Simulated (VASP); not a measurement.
Crystal: Sn.

```xyz
1
Lattice="-1.8911 1.8978 1.8732 1.8971 -1.9215 1.9029 1.8832 1.9136 -1.8969" Properties=species:S:1:pos:R:3 pbc="T T T"
Sn    0.0000    0.0000    0.0000
```

| Item | Value |
| --- | --- |
| Program | VASP 6.6.1 |
| Task | relaxation of cell and atoms |
| Functional | RPBE |
| Potentials or basis | VASP PAW PBE potentials, release 64 (Sn_d) |
| Cutoff | 600 eV |
| k mesh | 10 × 10 × 10 |
| Occupations | fermi-dirac, width 0.05 eV |
| Spin | no spin polarisation |

At the start: pressure 2.0 GPa; volume 27.20 Å³/atom.

Question: How do energy, volume and symmetry change on relaxing?

Answer: Over 42 steps the energy falls by 36.8 meV/atom and the volume is 28.83 Å³/atom (+6.0 %); space group Im-3m (No. 229, to 0.1 Å) before, Immm (No. 71, to 0.1 Å).

The path:
```tsv
step	energy change (eV)	largest force (eV/Å)	pressure (GPa)	volume (Å³)
1	0.0000	0.0000	2.03	27.20
3	-0.0076	0.0000	-0.49	28.88
5	-0.0080	0.0000	-0.11	28.62
7	-0.0127	0.0000	-0.29	28.75
9	-0.0105	0.0000	-0.29	29.08
11	-0.0187	0.0000	-0.55	28.94
13	-0.0204	0.0000	-0.24	28.79
15	-0.0231	0.0000	0.22	28.55
17	-0.0343	0.0000	0.54	28.42
19	-0.0359	0.0000	0.80	28.99
21	-0.0345	0.0000	-0.66	29.32
23	-0.0358	0.0000	-0.49	29.07
25	-0.0359	0.0000	-0.22	29.01
27	-0.0366	0.0000	0.06	28.69
29	-0.0367	0.0000	0.21	28.75
31	-0.0367	0.0000	0.08	28.76
33	-0.0367	0.0000	0.17	28.83
35	-0.0367	0.0000	-0.45	28.92
37	-0.0367	0.0000	-0.06	28.85
39	-0.0367	0.0000	-0.04	28.86
41	-0.0368	0.0000	-0.05	28.84
42	-0.0368	0.0000	0.03	28.83
```

Final structure:
```yaml
crystal:
  lattice:
    - [-1.73664, 2.38603, 1.80967]
    - [1.66901, -2.35172, 1.66420]
    - [1.80742, 2.39189, -1.73337]
  atoms:
    - { symbol: Sn, position: [0.00000, 0.00000, 0.00000] }
```

Caveat: the PAW data sets were made with another functional, which shifts forces and pressure a little.
